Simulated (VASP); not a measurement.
# PbF2: single point with PBE

The system is PbF2.

```
Pb F
1.0
     0.00000    2.98612    2.98612
     2.98612    0.00000    2.98612
     2.98612    2.98612    0.00000
Pb F
1 2
Direct
  0.00000 0.00000 0.00000
  0.25000 0.25000 0.25000
  0.75000 0.75000 0.75000
```

This cell differs from its parent crystal: strained.

```
Program             : VASP 6.6.1
Task                : single point
Functional          : PBE
Potentials or basis : VASP PAW PBE potentials, release 64 (Pb_d, F)
Cutoff              : 520 eV
k mesh              : 8 × 8 × 8
Occupations         : gaussian, width 0.02 eV
Spin                : no spin polarisation
```

- Pressure: 0.8 GPa
- Band gap on the k mesh: 4.42 eV, indirect (least direct gap 4.56 eV)

Levels at points of the mesh, in eV from the valence-band top:
```csv
k point,band 10,band 11,band 12,band 13,band 14,band 15,band 16,band 17,band 18,band 19
"(0.00, 0.00, 0.00)",-2.33,-2.33,-1.84,-1.84,-1.84,6.75,6.75,6.75,10.58,15.10
"(0.50, 0.00, 0.00)",-2.52,-2.52,-2.01,-2.01,-0.02,5.03,7.60,7.60,13.18,13.71
"(0.50, 0.50, 0.00)",-3.36,-1.43,-1.43,-1.43,-0.14,4.42,7.82,7.82,9.01,14.11
```

Run time: 100 s on 1 thread of AMD EPYC 7R13 Processor (Zen 3), on a shared host, peak memory 0.16 GiB.

Caveat: the cell differs from its parent crystal (strained); spin-orbit coupling is left out, which moves the levels of the heavy elements. A k mesh can miss the band edges.
